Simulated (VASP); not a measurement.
# SnSe (I4/mmm) in VASP: further runs, part 2 of 2

VASP 6.6.1.

## Step 3: Electric field gradients, PBE (z stretched by -2 % at fixed volume)

Input file INCAR:

```
  PREC = Accurate
  ENCUT = 520
  EDIFF = 1E-8
  ISMEAR = -1
  SIGMA = 0.02
  LREAL = False
  LASPH = True
  NELM = 60
  ALGO = Normal
  ISIF = 2
  LWAVE = False
  LCHARG = False
  GGA = PE
  LEFG = True
  NBANDS = 17
```

Input file KPOINTS:

```
regular mesh
0
Gamma
  9 9 9
```

Input file POSCAR:

```
SnSe
1.0
    0.0000000000      3.0405591592      2.9498000000
    3.0405591592      0.0000000000      2.9498000000
    3.0405591592      3.0405591592      0.0000000000
Sn Se
1 1
Direct
    0.0000000000      0.0000000000      0.0000000000
    0.5000000000      0.5000000000      0.5000000000
```

Potentials or basis: VASP PAW PBE potentials, release 64 (Sn_d, Se).

Started as:

```console
> cat potpaw_PBE.64/Sn_d/POTCAR potpaw_PBE.64/Se/POTCAR > POTCAR
> mpirun -np 1 vasp_std > vasp.out
```

OUTCAR:

```text
PREC = Accurate
   ENCUT = 520
   EDIFF = 1E-8
   ISMEAR = -1
   LREAL = False
   LASPH = True
   NELM = 60
   ISIF = 2
   GGA = PE

 ion  position               nearest neighbor table
   1  0.000  0.000  0.000-   2 2.95   2 2.95   2 3.04   2 3.04   2 3.04   2 3.04
   2  0.500  0.500  0.500-   1 2.95   1 2.95   1 3.04   1 3.04   1 3.04   1 3.04

  LATTYP: Found a body centered tetragonal cell.
 ALAT       =     4.3000000001
 C/A-ratio  =     1.3720000000

  Lattice vectors:

 A1 = (   0.0000000000,  -3.0405591592,  -2.9498000000)
 A2 = (   0.0000000000,   3.0405591592,  -2.9498000000)
 A3 = (   3.0405591592,   0.0000000000,   2.9498000000)

Analysis of symmetry for initial positions (statically):
=====================================================================
 Subroutine PRICEL returns:
 Original cell was already a primitive cell.

 Routine SETGRP: Setting up the symmetry group for a
 body centered tetragonal supercell.

[... 667 lines left out ...]
  volume of cell :       54.54
      direct lattice vectors                 reciprocal lattice vectors
     0.000000000  3.040559159  2.949800000    -0.164443437  0.164443437  0.169503017
     3.040559159  0.000000000  2.949800000     0.164443437 -0.164443437  0.169503017
     3.040559159  3.040559159  0.000000000     0.164443437  0.164443437 -0.169503017

 POSITION                                       TOTAL-FORCE (eV/Angst)
 -----------------------------------------------------------------------------------
      0.00000      0.00000      0.00000        -0.000000      0.000000     -0.000000
      3.04056      3.04056      2.94980         0.000000     -0.000000      0.000000
 -----------------------------------------------------------------------------------
    total drift:                                0.000000     -0.000000     -0.000000

  FREE ENERGIE OF THE ION-ELECTRON SYSTEM (eV)
  ---------------------------------------------------
  free  energy   TOTEN  =        -8.2009421603 eV

  energy  without entropy=       -8.2009421167  energy(sigma->0) =       -8.20094214

 Electric field gradients (V/A^2)
---------------------------------------------------------------------
 ion       V_xx      V_yy      V_zz      V_xy      V_xz      V_yz
---------------------------------------------------------------------
   1      21.575    21.575   -43.151     0.001     0.002     0.002
   2       2.442     2.442    -4.884    -0.000    -0.000    -0.000
---------------------------------------------------------------------

 Electric field gradients after diagonalization (V/A^2)
 (convention: |V_zz| > |V_xx| > |V_yy|)
----------------------------------------------------------------------
 ion       V_xx      V_yy      V_zz     asymmetry (V_yy - V_xx)/ V_zz
----------------------------------------------------------------------
   1      21.576    21.575   -43.151       0.000
   2       2.442     2.442    -4.884       0.000
----------------------------------------------------------------------

           NMR quadrupolar parameters

 Cq : quadrupolar parameter    Cq=e*Q*V_zz/h
 eta: asymmetry parameters     (V_yy - V_xx)/ V_zz
 Q  : nuclear electric quadrupole moment in mb (millibarn)
----------------------------------------------------------------------
 ion       Cq(MHz)       eta       Q (mb)
----------------------------------------------------------------------
   1      -0.104       0.000       1.000
   2      -0.012       0.000       1.000
----------------------------------------------------------------------
```

OSZICAR:

```text
N       E                     dE             d eps       ncg     rms          rms(c)
DAV:   1     0.132404590302E+03    0.13240E+03   -0.97993E+03  2584   0.144E+03
DAV:   2     0.428141839575E+01   -0.12812E+03   -0.12388E+03  2753   0.345E+02
DAV:   3    -0.806756791732E+01   -0.12349E+02   -0.12254E+02  3205   0.935E+01
DAV:   4    -0.837906576800E+01   -0.31150E+00   -0.31126E+00  3074   0.157E+01
DAV:   5    -0.838790187389E+01   -0.88361E-02   -0.88358E-02  3727   0.260E+00    0.308E+00
DAV:   6    -0.820016309555E+01    0.18774E+00   -0.46267E-01  3708   0.389E+00    0.182E+00
DAV:   7    -0.819882445667E+01    0.13386E-02   -0.83506E-02  3069   0.129E+00    0.911E-01
DAV:   8    -0.820107477566E+01   -0.22503E-02   -0.90486E-03  3134   0.848E-01    0.123E-01
DAV:   9    -0.820085986257E+01    0.21491E-03   -0.14553E-03  3711   0.312E-01    0.531E-02
DAV:  10    -0.820093599253E+01   -0.76130E-04   -0.17918E-04  2978   0.765E-02    0.121E-02
DAV:  11    -0.820094199440E+01   -0.60019E-05   -0.18834E-05  3455   0.385E-02    0.278E-03
DAV:  12    -0.820094228829E+01   -0.29389E-06   -0.13910E-06  3228   0.116E-02    0.159E-03
DAV:  13    -0.820094219898E+01    0.89310E-07   -0.88760E-08  3209   0.256E-03    0.625E-04
DAV:  14    -0.820094213823E+01    0.60749E-07   -0.44552E-08  2914   0.180E-03    0.145E-04
DAV:  15    -0.820094215366E+01   -0.15432E-07   -0.22998E-09  2005   0.454E-04    0.812E-05
DAV:  16    -0.820094216029E+01   -0.66316E-08   -0.23620E-10  1519   0.158E-04
   1 F= -.82009422E+01 E0= -.82009421E+01  d E =-.435987E-07
```

stdout:

```text
POSCAR found type information on POSCAR SnSe
 POSCAR found :  2 types and       2 ions
 scaLAPACK will be used
 LDA part: xc-table for (Slater+PW92), standard interpolation
 POSCAR, INCAR and KPOINTS ok, starting setup
 FFT: planning ... GRIDC
 FFT: planning ... GRID_SOFT
 FFT: planning ... GRID
 WAVECAR not read
 entering main loop
ion   1

ion   2
```

Wall time 80 s (1 thread of Intel Xeon Platinum 8488C (Sapphire Rapids), shared host); peak memory 0.22 GiB.

Results:

```yaml
Free_energy: -8.2009 eV
Pressure: 1.2 GPa
Band_gap_on_the_k_mesh: 0.52 eV, indirect (least direct gap 0.57 eV)
```

Stress tensor (GPa, compression positive):
```
-0.14  0.00  0.00
 0.00 -0.14  0.00
 0.00  0.00  3.78
```

Electric field gradients, principal values (V/Å²):
| atom | least | middle | greatest (by size) |
| --- | --- | --- | --- |
| 1 Sn | 21.575 | 21.576 | -43.151 |
| 2 Se | 2.442 | 2.442 | -4.884 |

Caveat: without QUAD_EFG the Cq values of the log hold for a quadrupole moment of 1 mb, not for the nuclei; spin-orbit coupling is left out, which moves the levels of the heavy elements.

## Step 4: Electric field gradients, PBE (equal xx and yy strain of +3 %)

Input file INCAR:

```
SYSTEM = SnSe
PREC = Accurate
ENCUT = 520
EDIFF = 1E-8
ISMEAR = -1
SIGMA = 0.02
LREAL = .False.
LASPH = .True.
NELM = 80
ALGO = Normal
ISIF = 2
LWAVE = .False.
LCHARG = .False.
GGA = PE
LEFG = .True.
NBANDS = 17
```

Input file KPOINTS:

```
Automatic mesh
0
Gamma
  9 9 9
  0 0 0
```

Input file POSCAR:

```
SnSe
1.0
    0.0000000000      3.1003000000      3.0100000000
    3.1003000000      0.0000000000      3.0100000000
    3.1003000000      3.1003000000      0.0000000000
Sn Se
1 1
Direct
    0.0000000000      0.0000000000      0.0000000000
    0.5000000000      0.5000000000      0.5000000000
```

Potentials or basis: VASP PAW PBE potentials, release 64 (Sn_d, Se).

Started as:

```console
> cat potpaw_PBE.64/Sn_d/POTCAR potpaw_PBE.64/Se/POTCAR > POTCAR
> mpirun -np 1 vasp_std > vasp.out
```

OUTCAR:

```text
SYSTEM = SnSe
   PREC = Accurate
   ENCUT = 520
   EDIFF = 1E-8
   ISMEAR = -1
   LREAL = .False.
   LASPH = .True.
   NELM = 80
   ISIF = 2
   GGA = PE

 ion  position               nearest neighbor table
   1  0.000  0.000  0.000-   2 3.01   2 3.01   2 3.10   2 3.10   2 3.10   2 3.10
   2  0.500  0.500  0.500-   1 3.01   1 3.01   1 3.10   1 3.10   1 3.10   1 3.10

  LATTYP: Found a body centered tetragonal cell.
 ALAT       =     4.3844863074
 C/A-ratio  =     1.3730228761

  Lattice vectors:

 A1 = (   0.0000000000,  -3.1003000000,  -3.0100000000)
 A2 = (   0.0000000000,   3.1003000000,  -3.0100000000)
 A3 = (   3.1003000000,   0.0000000000,   3.0100000000)

Analysis of symmetry for initial positions (statically):
=====================================================================
 Subroutine PRICEL returns:
 Original cell was already a primitive cell.

 Routine SETGRP: Setting up the symmetry group for a
 body centered tetragonal supercell.

 Subroutine GETGRP returns: Found 16 space group operations
 (whereof 16 operations were pure point group operations)
 out of a pool of 16 trial point group operations.

The static configuration has the point symmetry D_4h.

Analysis of symmetry for dynamics (positions and initial velocities):
=====================================================================
 Subroutine PRICEL returns:
 Original cell was already a primitive cell.

 Routine SETGRP: Setting up the symmetry group for a
 body centered tetragonal supercell.

 Subroutine GETGRP returns: Found 16 space group operations
 (whereof 16 operations were pure point group operations)
 out of a pool of 16 trial point group operations.

The dynamic configuration has the point symmetry D_4h.

 Subroutine INISYM returns: Found 16 space group operations
 (whereof 16 operations are pure point group operations),
 and found     1 'primitive' translations

----------------------------------------------------------------------------------------

                                     Primitive cell

  volume of cell :      57.8634

  direct lattice vectors                    reciprocal lattice vectors
     0.000000000  3.100300000  3.010000000    -0.161274715  0.161274715  0.166112957
     3.100300000  0.000000000  3.010000000     0.161274715 -0.161274715  0.166112957
     3.100300000  3.100300000  0.000000000     0.161274715  0.161274715 -0.166112957

  length of vectors
     4.321106350  4.321106350  4.384486307     0.282157017  0.282157017  0.282157017

  position of ions in fractional coordinates (direct lattice)
     0.000000000  0.000000000  0.000000000
     0.500000000  0.500000000  0.500000000

  ion indices of the primitive-cell ions
   primitive index   ion index
                 1           1
                 2           2

----------------------------------------------------------------------------------------

 KPOINTS: Automatic mesh

Automatic generation of k-mesh.
 Grid dimensions read from file:
 generate k-points for:    9    9    9
[... 65 lines left out ...]
   LREAL  =      F    real-space projection
   EDIFFG = 0.1E-06   stopping-criterion for IOM
   NSW    =      0    number of steps for IOM
   IBRION =     -1    ionic relax: 0-MD 1-quasi-New 2-CG
   NFREE  =      0    steps in history (QN), initial steepest desc. (CG)
   ISIF   =      2    stress and relaxation
   ISYM   =      2    0-nonsym 1-usesym 2-fastsym
   POTIM  = 0.5000    time-step for ionic-motion
   TEBEG  =    0.0;   TEEND  =   0.0 temperature during run
   PSTRESS=    0.0 pullay stress
   NELECT =      20.0000    total number of electrons
   NUPDOWN=      -1.0000    fix difference up-down
   EMIN   =  10.00;   EMAX   =-10.00  energy-range for DOS
   EFERMI =   0.00;   METHOD = LEGACY
   ISMEAR =    -1;   SIGMA  =   0.02  broadening in eV -4-tet -1-fermi 0-gaus
   EFERMI_NEDOS =   21; number of points for ismear=-14 and -15
   IALGO  =     38    algorithm
   IMIX   =      4    mixing-type and parameters
     AMIX     =   0.40;   BMIX     =  1.00
     AMIX_MAG =   1.60;   BMIX_MAG =  1.00
  volume/ion in A,a.u.               =      28.93       195.24
  Fermi-wavevector in a.u.,A,eV,Ry     =   1.148903  2.171113 17.959405  1.319979
  Thomas-Fermi vector in A             =   2.285576
   LORBIT       =      0    0 simple, 1 ext, 2 COOP (PROOUT), +10 PAW based schemes
   GGA     = PE    functional components
   LHFCALC =     F    Hartree Fock is set to
   AEXX    =    0.0000 exact exchange contribution
   IVDW    =     0    specifies the selected vdW correction
   LEPSILON=     F    determine dielectric tensor
   LRPA    =     F    only Hartree local field effects (RPA)
 non-spin polarized calculation
  energy-cutoff  :      520.00
  volume of cell :       57.86
 maximum number of plane-waves:      1575
   NGX = 17   NGY = 17   NGZ = 17

 number of electron      19.9999998 magnetization

 Free energy of the ion-electron system (eV)
  ---------------------------------------------------
  ext. energy  EPLUGINS =         0.00000000
  ---------------------------------------------------
  free energy    TOTEN  =        -8.19586716 eV

  energy without entropy =       -8.19586715  energy(sigma->0) =       -8.19586715

 E-fermi :   5.1700     XC(G=0):  -9.3292

 val. band max:        4.8345481115   @ k =  -0.3333   0.0000   0.1111
 cond. band min:       5.4910517031   @ k =  -0.3333   0.1111   0.0000
 fundamental gap:      0.6565035916
 Fermi energy:         5.1699806721

 k-point     1 :       0.0000    0.0000    0.0000
  band No.  band energies     occupation
      1     -16.6832      2.00000
      2     -16.6795      2.00000
      3     -16.6721      2.00000
      4     -16.6721      2.00000
      5     -16.6639      2.00000
      6      -8.5295      2.00000
[... 457 lines left out ...]
      4     -16.6581      2.00000
      5     -16.6581      2.00000
      6      -7.4723      2.00000
[... 9 lines left out ...]
     16      16.0395      0.00000
     17      17.1380      0.00000

 [... further k-points ...]
[... 5 lines left out ...]
  --------------------------------------------------------------------------------------
  -------------------------------------------------------------------------------------
  Total       -0.9384983     -0.9384983      0.1141694      0.0000000      0.0000000     -0.0000000
  in kB      -25.9860418    -25.9860418      3.1612316      0.0000000      0.0000000     -0.0000000
  external PRESSURE =     -16.2702840 kB  Pullay stress =       0.0000000 kB

 VOLUME and BASIS-vectors are now :
 -----------------------------------------------------------------------------
  energy-cutoff  :      520.00
  volume of cell :       57.86
      direct lattice vectors                 reciprocal lattice vectors
     0.000000000  3.100300000  3.010000000    -0.161274715  0.161274715  0.166112957
     3.100300000  0.000000000  3.010000000     0.161274715 -0.161274715  0.166112957
     3.100300000  3.100300000  0.000000000     0.161274715  0.161274715 -0.166112957

 POSITION                                       TOTAL-FORCE (eV/Angst)
 -----------------------------------------------------------------------------------
      0.00000      0.00000      0.00000        -0.000000      0.000000     -0.000000
      3.10030      3.10030      3.01000         0.000000     -0.000000      0.000000
 -----------------------------------------------------------------------------------
    total drift:                                0.000000     -0.000000     -0.000000

  FREE ENERGIE OF THE ION-ELECTRON SYSTEM (eV)
  ---------------------------------------------------
  free  energy   TOTEN  =        -8.1958671561 eV

  energy  without entropy=       -8.1958671536  energy(sigma->0) =       -8.19586715

 Electric field gradients (V/A^2)
---------------------------------------------------------------------
 ion       V_xx      V_yy      V_zz      V_xy      V_xz      V_yz
---------------------------------------------------------------------
   1      20.284    20.284   -40.569     0.001    -0.000    -0.000
   2       1.427     1.427    -2.855    -0.000     0.000     0.000
---------------------------------------------------------------------

 Electric field gradients after diagonalization (V/A^2)
 (convention: |V_zz| > |V_xx| > |V_yy|)
----------------------------------------------------------------------
 ion       V_xx      V_yy      V_zz     asymmetry (V_yy - V_xx)/ V_zz
----------------------------------------------------------------------
   1      20.285    20.284   -40.569       0.000
   2       1.427     1.427    -2.855       0.000
----------------------------------------------------------------------

           NMR quadrupolar parameters

 Cq : quadrupolar parameter    Cq=e*Q*V_zz/h
 eta: asymmetry parameters     (V_yy - V_xx)/ V_zz
 Q  : nuclear electric quadrupole moment in mb (millibarn)
----------------------------------------------------------------------
 ion       Cq(MHz)       eta       Q (mb)
----------------------------------------------------------------------
   1      -0.098       0.000       1.000
   2      -0.007       0.000       1.000
----------------------------------------------------------------------
```

Wall time 50 s (1 thread of AMD EPYC 9R45 (Zen 5), shared host); peak memory 0.2 GiB.

Results:

```
Free energy            : -8.1959 eV
Pressure               : -1.6 GPa
Band gap on the k mesh : 0.66 eV, indirect (least direct gap 0.69 eV)
```

Stress tensor (GPa, compression positive):
```
-2.60  0.00  0.00
 0.00 -2.60  0.00
 0.00  0.00  0.32
```

Levels at points of the mesh, in eV from the valence-band top:
```tsv
k point	band 6	band 7	band 8	band 9	band 10	band 11	band 12	band 13	band 14	band 15
(0.00, 0.00, 0.00)	-13.36	-5.12	-2.09	-1.81	-1.81	4.00	4.00	4.67	5.99	5.99
```

Electric field gradients, principal values (V/Å²):
```tsv
atom	least	middle	greatest (by size)
1 Sn	20.284	20.285	-40.569
2 Se	1.427	1.427	-2.855
```

Caveat: the cell differs from its parent crystal (equal xx and yy strain of +3 %); without QUAD_EFG the Cq values of the log hold for a quadrupole moment of 1 mb, not for the nuclei; spin-orbit coupling is left out, which moves the levels of the heavy elements.
